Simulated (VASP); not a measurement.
Runs of VASP 6.6.1 on Ta. The structure is that of space group P6_3/mmc (No. 194), or close to it. The cells are those of the table. This isn't the form of Ta at room conditions, which is bcc.

| cell | gap on the mesh (eV) | pressure (GPa) |
| --- | --- | --- |
| a = 2.867, b = 2.867, c = 5.168 Å, angles 90.0, 90.0, 120.0°, 2 atoms | none | -2.6 |
| a = 2.867, b = 2.867, c = 4.862 Å, angles 90.0, 90.0, 120.0°, 2 atoms | none | 10.1 |
| a = 2.867, b = 2.867, c = 5.244 Å, angles 90.0, 90.0, 120.0°, 2 atoms | none | -5.1 |
| a = 2.867, b = 2.867, c = 4.786 Å, angles 90.0, 90.0, 120.0°, 2 atoms | none | 13.9 |
| a = 2.867, b = 2.867, c = 5.015 Å, angles 90.0, 90.0, 120.0°, 2 atoms | none | (b) |
| a = 2.867, b = 2.867, c = 4.939 Å, angles 90.0, 90.0, 120.0°, 2 atoms | none | (a) |

Alike in all rows: task single point; level PBEsol; potentials or basis VASP PAW PBE potentials, release 64 (Ta_pv); no spin polarisation; k mesh 24 × 24 × 12; cutoff (eV) 520; smearing gaussian 0.15 eV.

Task: Fill in the values left out.

Result: (a) 6.5; (b) 3.2.

Caveats: the PAW data sets were made with another functional, which shifts forces and pressure a little; spin-orbit coupling is left out, which moves the levels of the heavy elements; the stress differs along the axes, from 7 to 16 GPa (at least some runs); the stress differs along the axes, from -9 to -3 GPa (at least some runs); the stress differs along the axes, from 10 to 21 GPa (at least some runs); the cell stands under pressure (at least some runs); the stress differs along the axes, from 5 to 10 GPa (at least some runs).

A k mesh can miss the band edges, and the runs leave out spin-orbit coupling on Ta.

A gap of «none» marks levels without a gap at the run's occupations.
